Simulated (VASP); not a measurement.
The system is Ga2O3.

```
Ga O
1.0
     3.02457    0.00000    0.00000
    -1.51228    2.61935    0.00000
     0.00000    0.00000    7.50607
Ga O
2 3
Direct
  0.33333 0.66667 0.18865
  0.66667 0.33333 0.81135
  0.00000 0.00000 0.00000
  0.33333 0.66667 0.71290
  0.66667 0.33333 0.28710
```

```yaml
Program: VASP 6.6.1
Task: relaxation of cell and atoms
Functional: PBEsol
Potentials_or_basis: VASP PAW PBE potentials, release 64 (Ga_d, O)
Cutoff: 600 eV
k_mesh: 12 × 12 × 4
Occupations: fermi-dirac, width 0.02 eV
Spin: no spin polarisation
```

At the start: pressure -5.3 GPa; volume 11.89 Å³/atom.

**Question.** How do energy, volume and symmetry change on relaxing?

**Answer.** Over 33 steps the energy falls by 10.3 meV/atom and the volume is 10.67 Å³/atom (-10.3 %); space group P-3m1 (No. 164, to 0.1 Å) before and after.

Step by step:
```
step  energy change (eV)  largest force (eV/Å)  pressure (GPa)  volume (Å³)
   1              0.0000                0.2986           -5.35        59.47
   2              0.0053                0.5377            6.02        56.11
   3             -0.0319                0.1532           -0.16        57.81
   4             -0.0319                0.1495           -0.39        57.84
   5             -0.0335                0.0676           -0.21        57.62
   6             -0.0335                0.0450           -0.19        57.64
   7             -0.0338                0.0368            0.14        57.52
   8             -0.0338                0.0471            0.23        57.48
   9             -0.0340                0.0476            0.13        57.47
  10             -0.0345                0.0507           -0.02        57.43
  11             -0.0350                0.0581           -0.41        57.36
  12             -0.0346                0.0703           -1.13        57.22
  13             -0.0351                0.0600           -0.65        57.31
  14             -0.0352                0.0638           -0.61        57.29
  15             -0.0355                0.0691           -0.65        57.22
  16             -0.0360                0.0801           -0.60        57.09
  17             -0.0370                0.1046           -0.60        56.82
  18             -0.0386                0.1523           -0.48        56.27
  19             -0.0401                0.2438           -0.18        55.18
  20             -0.0411                0.2345           -0.14        55.03
  21             -0.0436                0.2136           -0.10        54.59
  22             -0.0470                0.1672            0.22        53.69
  23             -0.0429                0.0890            1.15        51.90
  24             -0.0472                0.1475            0.52        53.21
  25             -0.0488                0.1047            0.21        53.29
  26             -0.0507                0.0275           -0.65        53.51
  27             -0.0513                0.0064           -0.06        53.40
  28             -0.0513                0.0118           -0.03        53.38
  29             -0.0513                0.0207            0.12        53.35
  30             -0.0513                0.0137           -0.03        53.38
  31             -0.0513                0.0162            0.03        53.37
  32             -0.0513                0.0061            0.04        53.37
  33             -0.0513                0.0023           -0.01        53.37
```

Final structure:
```cif
data_structure
_symmetry_space_group_name_H-M 'P 1'
_symmetry_Int_Tables_number 1
_cell_length_a 2.9977
_cell_length_b 2.9977
_cell_length_c 6.8575
_cell_angle_alpha 90.000
_cell_angle_beta 90.000
_cell_angle_gamma 120.000
_cell_volume 53.37
loop_
_atom_site_label
_atom_site_type_symbol
_atom_site_fract_x
_atom_site_fract_y
_atom_site_fract_z
_atom_site_occupancy
Ga1 Ga 0.33333 0.66667 0.20381 1
Ga2 Ga 0.66667 0.33333 0.79619 1
O1 O 0.00000 0.00000 0.00000 1
O2 O 0.33333 0.66667 0.69047 1
O3 O 0.66667 0.33333 0.30953 1
```

Caveat: the PAW data sets were made with another functional, which shifts forces and pressure a little.
